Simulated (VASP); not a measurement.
# SnO2 (I4_1/amd) in VASP: notebook, part 2 of 2

VASP 6.6.1.

## (6) Single point, PBE

INCAR

```
SYSTEM = SnO2
ALGO     = Normal         ! electronic algorithm
EDIFF    = 1E-6           ! SCF threshold, eV
ENCUT    = 520            ! plane-wave cutoff, eV
GGA      = PE             ! functional
ISIF     = 2              ! what is computed and relaxed
ISMEAR   = 0              ! smearing method
LASPH    = .TRUE.         ! aspherical terms in the spheres
LCHARG   = .TRUE.         ! write CHGCAR
LELF     = .TRUE.         ! ELF
LREAL    = .FALSE.        ! projectors in reciprocal space
LVHAR    = .TRUE.       
LWAVE    = .FALSE.        ! write WAVECAR
NBANDS   = 35             ! bands
NELM     = 80             ! most SCF steps
PREC     = Accurate       ! precision mode
SIGMA    = 0.05           ! smearing width, eV
```

KPOINTS

```
k-points
0
G
  8 8 8
  0 0 0
```

POSCAR

```
SnO2
1.0
    0.0000000000     -4.0001372224      0.0000000000
    4.0001372224      0.0000000000      0.0000000000
   -2.0000686112      2.0000686112      5.1236788559
Sn O
2 4
Direct
    0.7500000000      0.2500000000      0.5000000000
    0.0000000000      0.0000000000      0.0000000000
    0.7965225900      0.7965225900      0.5930451800
    0.9534774100      0.4534774100      0.9069548200
    0.2034774100      0.2034774100      0.4069548200
    0.5465225900      0.0465225900      0.0930451800
```

Potentials or basis: VASP PAW PBE potentials, release 64 (Sn_d, O).

Launch:

```
$ cat potpaw_PBE.64/Sn_d/POTCAR potpaw_PBE.64/O/POTCAR > POTCAR
$ mpirun -np 1 vasp_std > vasp.out
```

OUTCAR:

```text
SYSTEM = SnO2
   EDIFF = 1E-6
   ENCUT = 520
   GGA = PE
   ISIF = 2
   ISMEAR = 0
   LASPH = .TRUE.
   LREAL = .FALSE.
   NELM = 80
   PREC = Accurate

 ion  position               nearest neighbor table
   1  0.750  0.250  0.500-   3 2.06   5 2.06   3 2.06   5 2.06   6 2.09   4 2.09   2 3.25   2 3.25
                             2 3.25   2 3.25
   2  0.000  0.000  0.000-   4 2.06   6 2.06   6 2.06   4 2.06   3 2.09   5 2.09   1 3.25   1 3.25
                             1 3.25   1 3.25
   3  0.797  0.797  0.593-   1 2.06   1 2.06   2 2.09
   4  0.953  0.453  0.907-   2 2.06   2 2.06   1 2.09
   5  0.203  0.203  0.407-   1 2.06   1 2.06   2 2.09
   6  0.547  0.047  0.093-   2 2.06   2 2.06   1 2.09

  LATTYP: Found a body centered tetragonal cell.
 ALAT       =     4.0001372224
 C/A-ratio  =     2.5617515455

  Lattice vectors:

 A1 = (  -2.0000686112,  -2.0000686112,  -5.1236788559)
 A2 = (   2.0000686112,   2.0000686112,  -5.1236788559)
 A3 = (   2.0000686112,  -2.0000686112,   5.1236788559)

Analysis of symmetry for initial positions (statically):
=====================================================================
 Subroutine PRICEL returns:
 Original cell was already a primitive cell.

 Routine SETGRP: Setting up the symmetry group for a
 body centered tetragonal supercell.

 Subroutine GETGRP returns: Found 16 space group operations
 (whereof  8 operations were pure point group operations)
 out of a pool of 16 trial point group operations.

The static configuration has the point symmetry D_2d.
 The point group associated with its full space group is D_4h.

Analysis of symmetry for dynamics (positions and initial velocities):
=====================================================================
 Subroutine PRICEL returns:
 Original cell was already a primitive cell.

 Routine SETGRP: Setting up the symmetry group for a
 body centered tetragonal supercell.

 Subroutine GETGRP returns: Found 16 space group operations
 (whereof  8 operations were pure point group operations)
 out of a pool of 16 trial point group operations.

The dynamic configuration has the point symmetry D_2d.
 The point group associated with its full space group is D_4h.

 Subroutine INISYM returns: Found 16 space group operations
 (whereof  8 operations are pure point group operations),
 and found     1 'primitive' translations

----------------------------------------------------------------------------------------

                                     Primitive cell

  volume of cell :      81.9845

  direct lattice vectors                    reciprocal lattice vectors
     0.000000000 -4.000137222  0.000000000     0.000000000 -0.249991424  0.097586132
     4.000137222  0.000000000  0.000000000     0.249991424  0.000000000  0.097586132
    -2.000068611  2.000068611  5.123678856     0.000000000  0.000000000  0.195172264

  length of vectors
     4.000137222  4.000137222  5.852574982     0.268363122  0.268363122  0.195172264

  position of ions in fractional coordinates (direct lattice)
     0.750000000  0.250000000  0.500000000
     0.000000000  0.000000000  0.000000000
     0.796522590  0.796522590  0.593045180
     0.953477410  0.453477410  0.906954820
     0.203477410  0.203477410  0.406954820
     0.546522590  0.046522590  0.093045180
[... 32 lines left out ...]
 ===========================================

 Found     59 irreducible k-points:

 Following reciprocal coordinates:
            Coordinates               Weight
  0.000000  0.000000  0.000000      1.000000
  0.125000  0.000000  0.000000      8.000000
  0.250000  0.000000  0.000000      8.000000
  0.375000  0.000000  0.000000      8.000000
  0.500000  0.000000  0.000000      4.000000
  0.125000  0.125000  0.000000      8.000000
[... 16 lines left out ...]
  0.125000  0.000000  0.125000      8.000000
  0.250000  0.000000  0.125000      8.000000
 [... further k-points ...]
   k-points           NKPTS =     59   k-points in BZ     NKDIM =     59   number of bands    NBANDS=     35
   number of dos      NEDOS =    301   number of ions     NIONS =      6
   total plane-waves  NPLWV =  43200
   dimension x,y,z NGX =    30 NGY =   30 NGZ =   48
   dimension x,y,z NGXF=    60 NGYF=   60 NGZF=   96
   ions per type =               2   4
   NGX,Y,Z   is equivalent  to a cutoff of  12.47, 12.47, 13.63 a.u.
   NGXF,Y,Z  is equivalent  to a cutoff of  24.94, 24.94, 27.27 a.u.
 SYSTEM =  SnO2
   PREC   = accura    normal or accurate (medium, high low for compatibility)
   ISTART =      0    job   : 0-new  1-cont  2-samecut
   ICHARG =      2    charge: 1-file 2-atom 10-const
   ISPIN  =      1    spin polarized calculation?
   LNONCOLLINEAR =      F non collinear calculations
   LSORBIT =      F    spin-orbit coupling
   LASPH  =      T    aspherical Exc in radial PAW
   ENCUT  =  520.0 eV  38.22 Ry    6.18 a.u.   7.44  7.44 10.88*2*pi/ulx,y,z
   NELM   =     80;   NELMIN=  2; NELMDL= -5     # of ELM steps
   EDIFF  = 0.1E-05   stopping-criterion for ELM
   LREAL  =      F    real-space projection
   EDIFFG = 0.1E-04   stopping-criterion for IOM
   NSW    =      0    number of steps for IOM
   IBRION =     -1    ionic relax: 0-MD 1-quasi-New 2-CG
   NFREE  =      0    steps in history (QN), initial steepest desc. (CG)
   ISIF   =      2    stress and relaxation
   ISYM   =      2    0-nonsym 1-usesym 2-fastsym
   POTIM  = 0.5000    time-step for ionic-motion
   TEBEG  =    0.0;   TEEND  =   0.0 temperature during run
   PSTRESS=    0.0 pullay stress
   NELECT =      52.0000    total number of electrons
   NUPDOWN=      -1.0000    fix difference up-down
   EMIN   =  10.00;   EMAX   =-10.00  energy-range for DOS
   EFERMI =   0.00;   METHOD = LEGACY
   ISMEAR =     0;   SIGMA  =   0.05  broadening in eV -4-tet -1-fermi 0-gaus
   EFERMI_NEDOS =   21; number of points for ismear=-14 and -15
   IALGO  =     38    algorithm
   IMIX   =      4    mixing-type and parameters
     AMIX     =   0.40;   BMIX     =  1.00
     AMIX_MAG =   1.60;   BMIX_MAG =  1.00
  volume/ion in A,a.u.               =      13.66        92.21
  Fermi-wavevector in a.u.,A,eV,Ry     =   1.406583  2.658057 26.918799  1.978476
  Thomas-Fermi vector in A             =   2.528929
   LORBIT       =      0    0 simple, 1 ext, 2 COOP (PROOUT), +10 PAW based schemes
   GGA     = PE    functional components
   LHFCALC =     F    Hartree Fock is set to
   AEXX    =    0.0000 exact exchange contribution
   IVDW    =     0    specifies the selected vdW correction
   LEPSILON=     F    determine dielectric tensor
   LRPA    =     F    only Hartree local field effects (RPA)
 non-spin polarized calculation
 Gauss-broadening in eV      SIGMA  =   0.05
  energy-cutoff  :      520.00
  volume of cell :       81.98
 maximum number of plane-waves:      2244
 NGX is ok and might be reduce to    30
   NGX = 15   NGY = 15   NGZ = 21

 number of electron      52.0000003 magnetization

 Free energy of the ion-electron system (eV)
  ---------------------------------------------------
  ext. energy  EPLUGINS =         0.00000000
  ---------------------------------------------------
  free energy    TOTEN  =       -36.90214759 eV

  energy without entropy =      -36.90214759  energy(sigma->0) =      -36.90214759

 E-fermi :   4.2730     XC(G=0): -10.2905

 val. band max:        4.0535623720   @ k =   0.5000   0.5000   0.2500
 cond. band min:       5.6918161593   @ k =   0.0000   0.0000   0.0000
 fundamental gap:      1.6382537873
 Fermi energy:         4.2729940729

 k-point     1 :       0.0000    0.0000    0.0000
  band No.  band energies     occupation
      1     -16.3526      2.00000
      2     -16.3395      2.00000
      3     -16.2063      2.00000
      4     -15.6316      2.00000
      5     -15.5398      2.00000
      6     -15.5398      2.00000
[... 901 lines left out ...]
     34      15.7264      0.00000
     35      16.0979      0.00000

 [... further k-points ...]
[... 5 lines left out ...]
  --------------------------------------------------------------------------------------
  -------------------------------------------------------------------------------------
  Total        3.3467813      3.3467813      3.2163843      0.0000000     -0.0000000      0.0000000
  in kB       65.4042891     65.4042891     62.8560136      0.0000000     -0.0000000      0.0000000
  external PRESSURE =      64.5548640 kB  Pullay stress =       0.0000000 kB

 VOLUME and BASIS-vectors are now :
 -----------------------------------------------------------------------------
  energy-cutoff  :      520.00
  volume of cell :       81.98
      direct lattice vectors                 reciprocal lattice vectors
     0.000000000 -4.000137222  0.000000000     0.000000000 -0.249991424  0.097586132
     4.000137222  0.000000000  0.000000000     0.249991424  0.000000000  0.097586132
    -2.000068611  2.000068611  5.123678856     0.000000000  0.000000000  0.195172264

 POSITION                                       TOTAL-FORCE (eV/Angst)
 -----------------------------------------------------------------------------------
      0.00000     -2.00007      2.56184        -0.000000     -0.000000      0.000000
      0.00000      0.00000      0.00000         0.000000      0.000000      0.000000
      2.00007     -2.00007      3.03857         0.000000      0.000000     -0.066259
     -0.00000     -2.00007      4.64695        -0.000000      0.000000      0.066259
     -0.00000      0.00000      2.08511         0.000000      0.000000      0.066259
      0.00000     -2.00007      0.47673         0.000000     -0.000000     -0.066259
 -----------------------------------------------------------------------------------
    total drift:                                0.000000     -0.000000      0.000000

  FREE ENERGIE OF THE ION-ELECTRON SYSTEM (eV)
  ---------------------------------------------------
  free  energy   TOTEN  =       -36.9021475915 eV

  energy  without entropy=      -36.9021475915  energy(sigma->0) =      -36.90214759
```

Wall time 85 s (1 thread of Intel Xeon 6975P-C (Granite Rapids), shared host); peak memory 0.28 GiB.

What came out:

- Free energy: -36.9021 eV
- Pressure: 6.5 GPa
- Largest force: 0.066 eV/Å
- Band gap on the k mesh: 1.64 eV, indirect (least direct gap 2.02 eV)

Forces on the atoms (eV/Å):
```
Sn   0.000  0.000  0.000
Sn   0.000  0.000  0.000
O    0.000  0.000 -0.066
O    0.000  0.000  0.066
O    0.000  0.000  0.066
O    0.000  0.000 -0.066
```

Levels at points of the mesh, in eV from the valence-band top:
```
           k point  band 23  band 24  band 25  band 26  band 27  band 28  band 29  band 30
(0.00, 0.00, 0.00)    -0.66    -0.66    -0.38    -0.38     1.64     5.56     9.42     9.82
(0.50, 0.00, 0.00)    -0.77    -0.75    -0.57    -0.38     4.97     6.24     7.96     8.67
(0.50, 0.50, 0.00)    -0.81    -0.81    -0.04    -0.04     7.35     7.35     7.71     7.71
(0.00, 0.00, 0.50)    -1.01    -1.01    -0.28    -0.28     4.26     4.26     7.74     7.74
```

Caveat: spin-orbit coupling is left out, which moves the levels of the heavy elements.
